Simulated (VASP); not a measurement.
# MoPt (Pmma) in VASP: a series of runs

MoPt is run at these levels: LDA; tasks: single point.

Program: VASP 6.6.1. These are calculated values, not measurements. Logs are shortened: lines on timing, memory, paths and dates and some standing lists are left out, and cuts for length are marked.

## 1. The cell of the first run

Symmetry: Pmma, No. 51, orthorhombic system. The conventional cell has a = 4.477 Å, b = 2.734 Å, c = 4.958 Å, α = 90.00°, β = 90.00°, γ = 90.00°. Within 3.6 Å of Mo (site symmetry mm2) lie 4 Mo at 2.73 to 2.75 Å and 8 Pt at 2.76 to 2.84 Å. Within 3.6 Å of Pt (site symmetry mm2) lie 4 Pt at 2.73 to 2.76 Å and 8 Mo at 2.76 to 2.84 Å.

## 2. Single point, LDA

Input file INCAR:

```
PREC     = Accurate       # precision mode
ENCUT    = 520            # plane-wave cutoff, eV
EDIFF    = 1E-6           # SCF threshold, eV
ISMEAR   = -1             # smearing method
SIGMA    = 0.2            # smearing width, eV
LREAL    = False          # projectors in reciprocal space
LASPH    = True           # aspherical terms in the spheres
NELM     = 100            # most SCF steps
ALGO     = Normal         # electronic algorithm
ISIF     = 2              # what is computed and relaxed
LWAVE    = False          # write WAVECAR
LCHARG   = False          # write CHGCAR
NBANDS   = 32             # bands
```

Input file KPOINTS:

```
Automatic mesh
0
Gamma
  5 8 4
```

Input file POSCAR:

```
MoPt
1.0
    4.4766150000      0.0000000000      0.0000000000
    0.0000000000      2.7337350000      0.0000000000
    0.0000000000      0.0000000000      4.9584030000
Mo Pt
2 2
Direct
    0.2500000000      0.0000000000      0.1617500000
    0.7500000000      0.0000000000      0.8382500000
    0.2500000000      0.5000000000      0.6627290000
    0.7500000000      0.5000000000      0.3372710000
```

Potentials or basis: VASP PAW LDA potentials, release 64 (Mo_sv, Pt).

Started as:

```
> cat potpaw_LDA.64/Mo_sv/POTCAR potpaw_LDA.64/Pt/POTCAR > POTCAR
> mpirun -np 1 vasp_std > vasp.out
```

OUTCAR:

```text
PREC = Accurate
   ENCUT = 520
   EDIFF = 1E-6
   ISMEAR = -1
   LREAL = False
   LASPH = True
   NELM = 100
   ISIF = 2

 ion  position               nearest neighbor table
   1  0.250  0.000  0.162-   2 2.75   2 2.75   4 2.76   4 2.76   4 2.76   4 2.76   3 2.83   3 2.83
                             3 2.84   3 2.84
   2  0.750  0.000  0.838-   1 2.75   1 2.75   3 2.76   3 2.76   3 2.76   3 2.76   4 2.83   4 2.83
                             4 2.84   4 2.84
   3  0.250  0.500  0.663-   4 2.76   4 2.76   2 2.76   2 2.76   2 2.76   2 2.76   1 2.83   1 2.83
                             1 2.84   1 2.84
   4  0.750  0.500  0.337-   3 2.76   3 2.76   1 2.76   1 2.76   1 2.76   1 2.76   2 2.83   2 2.83
                             2 2.84   2 2.84

  LATTYP: Found a simple orthorhombic cell.
 ALAT       =     2.7337350000
 B/A-ratio  =     1.6375453363
 C/A-ratio  =     1.8137833404

  Lattice vectors:

 A1 = (   0.0000000000,  -2.7337350000,   0.0000000000)
 A2 = (   4.4766150000,   0.0000000000,   0.0000000000)
 A3 = (   0.0000000000,   0.0000000000,   4.9584030000)

Analysis of symmetry for initial positions (statically):
=====================================================================
 Subroutine PRICEL returns:
 Original cell was already a primitive cell.

 Routine SETGRP: Setting up the symmetry group for a
 simple orthorhombic supercell.

 Subroutine GETGRP returns: Found  8 space group operations
 (whereof  4 operations were pure point group operations)
 out of a pool of  8 trial point group operations.

The static configuration has the point symmetry C_2h.
 The point group associated with its full space group is D_2h.

Analysis of symmetry for dynamics (positions and initial velocities):
=====================================================================
 Subroutine PRICEL returns:
 Original cell was already a primitive cell.

 Routine SETGRP: Setting up the symmetry group for a
 simple orthorhombic supercell.

 Subroutine GETGRP returns: Found  8 space group operations
 (whereof  4 operations were pure point group operations)
 out of a pool of  8 trial point group operations.

The dynamic configuration has the point symmetry C_2h.
 The point group associated with its full space group is D_2h.

 Subroutine INISYM returns: Found  8 space group operations
 (whereof  4 operations are pure point group operations),
 and found     1 'primitive' translations

----------------------------------------------------------------------------------------

                                     Primitive cell

  volume of cell :      60.6803

  direct lattice vectors                    reciprocal lattice vectors
     4.476615000  0.000000000  0.000000000     0.223383070  0.000000000  0.000000000
     0.000000000  2.733735000  0.000000000     0.000000000  0.365799904  0.000000000
     0.000000000  0.000000000  4.958403000     0.000000000  0.000000000  0.201677839

  length of vectors
     4.476615000  2.733735000  4.958403000     0.223383070  0.365799904  0.201677839

  position of ions in fractional coordinates (direct lattice)
     0.250000000  0.000000000  0.161750000
     0.750000000  0.000000000  0.838250000
     0.250000000  0.500000000  0.662729000
     0.750000000  0.500000000  0.337271000

  ion indices of the primitive-cell ions
   primitive index   ion index
                 1           1
                 2           2
                 3           3
                 4           4

----------------------------------------------------------------------------------------

 KPOINTS: Automatic mesh

Automatic generation of k-mesh.
 Grid dimensions read from file:
 generate k-points for:    5    8    4

 Generating k-lattice:

  Cartesian coordinates                     Fractional coordinates (reciprocal lattice)
     0.044676614  0.000000000  0.000000000     0.200000000  0.000000000  0.000000000
     0.000000000  0.045724988  0.000000000     0.000000000  0.125000000  0.000000000
     0.000000000  0.000000000  0.050419460     0.000000000  0.000000000  0.250000000

  Length of vectors
     0.044676614  0.045724988  0.050419460

  Shift w.r.t. Gamma in fractional coordinates (k-lattice)
     0.000000000  0.000000000  0.000000000

 Subroutine IBZKPT returns following result:
 ===========================================

 Found     45 irreducible k-points:

 Following reciprocal coordinates:
            Coordinates               Weight
  0.000000  0.000000  0.000000      1.000000
  0.200000  0.000000  0.000000      2.000000
  0.400000  0.000000  0.000000      2.000000
  0.000000  0.125000  0.000000      2.000000
  0.200000  0.125000  0.000000      4.000000
  0.400000  0.125000  0.000000      4.000000
[... 16 lines left out ...]
  0.200000  0.250000  0.250000      8.000000
  0.400000  0.250000  0.250000      8.000000
 [... further k-points ...]
   k-points           NKPTS =     45   k-points in BZ     NKDIM =     45   number of bands    NBANDS=     32
   number of dos      NEDOS =    301   number of ions     NIONS =      4
   total plane-waves  NPLWV =  28800
   dimension x,y,z NGX =    36 NGY =   20 NGZ =   40
   dimension x,y,z NGXF=    72 NGYF=   40 NGZF=   80
   ions per type =               2   2
   NGX,Y,Z   is equivalent  to a cutoff of  13.37, 12.16, 13.41 a.u.
   NGXF,Y,Z  is equivalent  to a cutoff of  26.74, 24.33, 26.82 a.u.
 SYSTEM =  unknown system
   PREC   = accura    normal or accurate (medium, high low for compatibility)
   ISTART =      0    job   : 0-new  1-cont  2-samecut
   ICHARG =      2    charge: 1-file 2-atom 10-const
   ISPIN  =      1    spin polarized calculation?
   LNONCOLLINEAR =      F non collinear calculations
   LSORBIT =      F    spin-orbit coupling
   LASPH  =      T    aspherical Exc in radial PAW
   ENCUT  =  520.0 eV  38.22 Ry    6.18 a.u.   8.32  5.08  9.22*2*pi/ulx,y,z
   NELM   =    100;   NELMIN=  2; NELMDL= -5     # of ELM steps
   EDIFF  = 0.1E-05   stopping-criterion for ELM
   LREAL  =      F    real-space projection
[... 7 lines left out ...]
   TEBEG  =    0.0;   TEEND  =   0.0 temperature during run
   PSTRESS=    0.0 pullay stress
   NELECT =      48.0000    total number of electrons
   NUPDOWN=      -1.0000    fix difference up-down
   EMIN   =  10.00;   EMAX   =-10.00  energy-range for DOS
   EFERMI =   0.00;   METHOD = LEGACY
   ISMEAR =    -1;   SIGMA  =   0.20  broadening in eV -4-tet -1-fermi 0-gaus
   EFERMI_NEDOS =   21; number of points for ismear=-14 and -15
   IALGO  =     38    algorithm
   IMIX   =      4    mixing-type and parameters
     AMIX     =   0.40;   BMIX     =  1.00
     AMIX_MAG =   1.60;   BMIX_MAG =  1.00
  volume/ion in A,a.u.               =      15.17       102.37
  Fermi-wavevector in a.u.,A,eV,Ry     =   1.514047  2.861133 31.189141  2.292337
  Thomas-Fermi vector in A             =   2.623756
   LORBIT       =      0    0 simple, 1 ext, 2 COOP (PROOUT), +10 PAW based schemes
   GGA     = CA    functional components
   LHFCALC =     F    Hartree Fock is set to
   AEXX    =    0.0000 exact exchange contribution
   IVDW    =     0    specifies the selected vdW correction
   LEPSILON=     F    determine dielectric tensor
   LRPA    =     F    only Hartree local field effects (RPA)
 non-spin polarized calculation
  energy-cutoff  :      520.00
  volume of cell :       60.68
 maximum number of plane-waves:      1660
 NGX is ok and might be reduce to    36
   NGX = 17   NGY = 11   NGZ = 19

 number of electron      47.9999998 magnetization

 Free energy of the ion-electron system (eV)
  ---------------------------------------------------
  ext. energy  EPLUGINS =         0.00000000
  ---------------------------------------------------
  free energy    TOTEN  =       -40.86506585 eV

  energy without entropy =      -40.48936217  energy(sigma->0) =      -40.67721401

 E-fermi :  12.2589     XC(G=0): -13.7176

 val. band max:       12.2547549993   @ k =   0.0000   0.2500   0.5000
 cond. band min:      12.2722259377   @ k =   0.4000   0.1250   0.2500
 fundamental gap:      0.0174709385
 Fermi energy:        12.2588574239

 k-point     1 :       0.0000    0.0000    0.0000
  band No.  band energies     occupation
      1     -48.6030      2.00000
      2     -48.4969      2.00000
      3     -23.0898      2.00000
      4     -22.9819      2.00000
      5     -22.7378      2.00000
      6     -22.5287      2.00000
[... 24 lines left out ...]
     31      16.2337      0.00000
     32      17.2049      0.00000

 k-point     2 :       0.2000    0.0000    0.0000
  band No.  band energies     occupation
      1     -48.5927      2.00000
      2     -48.5068      2.00000
      3     -23.0969      2.00000
      4     -23.0007      2.00000
      5     -22.7025      2.00000
      6     -22.5431      2.00000
[... 24 lines left out ...]
     31      15.6153      0.00000
     32      16.8302      0.00000

 k-point     3 :       0.4000    0.0000    0.0000
  band No.  band energies     occupation
      1     -48.5659      2.00000
      2     -48.5331      2.00000
      3     -23.0886      2.00000
      4     -23.0471      2.00000
      5     -22.6356      2.00000
      6     -22.5798      2.00000
[... 24 lines left out ...]
     31      14.8986      0.00000
     32      15.7660      0.00000

 k-point     4 :       0.0000    0.1250    0.0000
  band No.  band energies     occupation
      1     -48.5863      2.00000
      2     -48.4807      2.00000
      3     -23.0732      2.00000
      4     -22.9658      2.00000
      5     -22.7235      2.00000
      6     -22.5152      2.00000
[... 24 lines left out ...]
     31      16.6530      0.00000
     32      17.5206      0.00000

 k-point     5 :       0.2000    0.1250    0.0000
  band No.  band energies     occupation
      1     -48.5760      2.00000
      2     -48.4907      2.00000
      3     -23.0794      2.00000
      4     -22.9850      2.00000
      5     -22.6887      2.00000
      6     -22.5296      2.00000
[... 584 lines left out ...]
     31      15.1677      0.00000
     32      16.2423      0.00000

 k-point    22 :       0.0000    0.2500    0.2500
  band No.  band energies     occupation
      1     -48.5452      2.00000
      2     -48.4417      2.00000
      3     -23.0312      2.00000
      4     -22.9232      2.00000
      5     -22.8616      2.00000
      6     -22.7601      2.00000
[... 24 lines left out ...]
     31      18.9595      0.00000
     32      19.0513      0.00000

 k-point    23 :       0.2000    0.2500    0.2500
  band No.  band energies     occupation
      1     -48.5353      2.00000
      2     -48.4515      2.00000
      3     -23.0386      2.00000
      4     -22.9462      2.00000
      5     -22.8510      2.00000
      6     -22.7683      2.00000
[... 24 lines left out ...]
     31      16.9932      0.00000
     32      19.5777      0.00000

 k-point    24 :       0.4000    0.2500    0.2500
  band No.  band energies     occupation
      1     -48.5094      2.00000
      2     -48.4774      2.00000
      3     -23.0334      2.00000
      4     -22.9957      2.00000
      5     -22.8242      2.00000
      6     -22.7925      2.00000
[... 24 lines left out ...]
     31      16.3399      0.00000
     32      17.5002      0.00000

 [... further k-points ...]

------------------------ aborting loop because EDIFF is reached ----------------------------------------

  FORCE on cell =-STRESS in cart. coord.  units (eV):
  Direction    XX          YY          ZZ          XY          YZ          ZX
  --------------------------------------------------------------------------------------
  -------------------------------------------------------------------------------------
  Total       -3.3288928     -3.1746145     -3.8627924      0.0000000      0.0000000      0.0000000
  in kB      -87.8946449    -83.8211466   -101.9914971      0.0000000      0.0000000      0.0000000
  external PRESSURE =     -91.2357629 kB  Pullay stress =       0.0000000 kB

 VOLUME and BASIS-vectors are now :
 -----------------------------------------------------------------------------
  energy-cutoff  :      520.00
  volume of cell :       60.68
      direct lattice vectors                 reciprocal lattice vectors
     4.476615000  0.000000000  0.000000000     0.223383070  0.000000000  0.000000000
     0.000000000  2.733735000  0.000000000     0.000000000  0.365799904  0.000000000
     0.000000000  0.000000000  4.958403000     0.000000000  0.000000000  0.201677839

 POSITION                                       TOTAL-FORCE (eV/Angst)
 -----------------------------------------------------------------------------------
      1.11915      0.00000      0.80202        -0.000000     -0.000000      0.054678
      3.35746      0.00000      4.15638         0.000000     -0.000000     -0.054678
      1.11915      1.36687      3.28608        -0.000000      0.000000      0.174299
      3.35746      1.36687      1.67233         0.000000     -0.000000     -0.174299
 -----------------------------------------------------------------------------------
    total drift:                                0.000000     -0.000000      0.000000

  FREE ENERGIE OF THE ION-ELECTRON SYSTEM (eV)
  ---------------------------------------------------
  free  energy   TOTEN  =       -40.8650658479 eV

  energy  without entropy=      -40.4893621684  energy(sigma->0) =      -40.67721401
```

It took 70 s on 1 thread of AMD EPYC 7R43 (Zen 3), shared host; peak memory 0.16 GiB.

What came out:

| Property | Result |
| --- | --- |
| Free energy | -40.8651 eV |
| Pressure | -9.1 GPa |
| Largest force | 0.174 eV/Å |
| Band gap on the k mesh | zero (band 24 reaches 12.88 eV, above the bottom of band 25 at 10.80 eV) |

Forces on the atoms (eV/Å):
```
Mo   0.000  0.000  0.055
Mo   0.000  0.000 -0.055
Pt   0.000  0.000  0.174
Pt   0.000  0.000 -0.174
```

Levels at points of the mesh, in eV from the Fermi level:
```tsv
k point	band 22	band 23	band 24	band 25	band 26	band 27
(0.00, 0.00, 0.00)	-1.74	-1.72	-1.37	0.39	1.63	1.75
(0.00, 0.50, 0.00)	-1.40	-1.06	-0.05	0.97	1.49	1.83
(0.00, 0.00, 0.50)	-2.20	-1.91	-1.91	-1.46	0.40	1.07
(0.00, 0.50, 0.50)	-0.84	0.45	0.63	0.69	2.45	2.57
```

Caveat: spin-orbit coupling is left out, which moves the levels of the heavy elements.

## 3. Single point, LDA

Input file INCAR:

```
  PREC = Accurate
  ENCUT = 520
  EDIFF = 1E-7
  ISMEAR = -1
  SIGMA = 0.1
  LREAL = False
  LASPH = True
  NELM = 60
  ALGO = Normal
  ISIF = 2
  LWAVE = False
  LCHARG = True
  LELF = True
  LVHAR = True
  NBANDS = 32
```

Input file KPOINTS:

```
regular mesh
0
Gamma
  5 8 4
```

POSCAR is that of step 2.

Potentials or basis: VASP PAW LDA potentials, release 64 (Mo_sv, Pt).

Started as:

```
> cat potpaw_LDA.64/Mo_sv/POTCAR potpaw_LDA.64/Pt/POTCAR > POTCAR
> mpirun -np 1 vasp_std > vasp.out
```

It took 75 s on 1 thread of AMD EPYC 7R43 (Zen 3), shared host; peak memory 0.17 GiB.

It converged, with:

* Free energy: -40.7246 eV
* Pressure: -9.7 GPa
* Largest force: 0.144 eV/Å
* Band gap on the k mesh: zero (band 24 reaches 12.88 eV, above the bottom of band 25 at 10.80 eV)

Forces on the atoms (eV/Å):
```
Mo   0.000  0.000  0.013
Mo   0.000  0.000 -0.013
Pt   0.000  0.000  0.144
Pt   0.000  0.000 -0.144
```

Stress tensor (GPa, compression positive):
```
 -9.60   0.00   0.00
  0.00  -9.03   0.00
  0.00   0.00 -10.31
```

Levels at points of the mesh, in eV from the Fermi level:
| k point | band 20 | band 21 | band 22 | band 23 | band 24 | band 25 | band 26 | band 27 | band 28 | band 29 |
| --- | --- | --- | --- | --- | --- | --- | --- | --- | --- | --- |
| (0.00, 0.00, 0.00) | -2.31 | -2.22 | -1.75 | -1.73 | -1.38 | 0.38 | 1.61 | 1.74 | 2.00 | 2.57 |
| (0.00, 0.50, 0.00) | -2.28 | -1.74 | -1.42 | -1.07 | -0.07 | 0.95 | 1.47 | 1.81 | 2.67 | 3.48 |
| (0.00, 0.00, 0.50) | -2.54 | -2.51 | -2.22 | -1.93 | -1.92 | -1.47 | 0.38 | 1.05 | 1.42 | 1.76 |
| (0.00, 0.50, 0.50) | -1.54 | -1.18 | -0.86 | 0.43 | 0.61 | 0.67 | 2.43 | 2.55 | 3.05 | 3.18 |

Caveat: spin-orbit coupling is left out, which moves the levels of the heavy elements.
